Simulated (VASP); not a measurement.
A run of VASP 6.6.1 is set up as follows.

Contents of INCAR:

```
PREC = Accurate
ENCUT = 520
EDIFF = 1E-7
ISMEAR = 0
SIGMA = 0.05
LREAL = F
LASPH = T
NELM = 100
ALGO = Normal
ISIF = 2
LWAVE = F
LCHARG = F
GGA = PS
NBANDS = 12
```

File KPOINTS:

```
regular mesh
0
Gamma
  7 7 7
```

The input POSCAR:

```
Ta
1.0
   -1.6435392550      1.6435392550      1.6435392550
    1.6435392550     -1.6435392550      1.6435392550
    1.6435392550      1.6435392550     -1.6435392550
Ta
1
Direct
    0.0000000000      0.0000000000      0.0000000000
```

Potentials or basis: VASP PAW PBE potentials, release 64 (Ta_pv).

The run is started by

```sh
$ cat potpaw_PBE.64/Ta_pv/POTCAR > POTCAR
$ mpirun -np 1 vasp_std > vasp.out
```

(1) Estimate the pressure.

Answers

(1) 0.2 GPa.

Caveat: the k points lie up to 0.39 Å⁻¹ apart; the PAW data sets were made with another functional, which shifts forces and pressure a little.
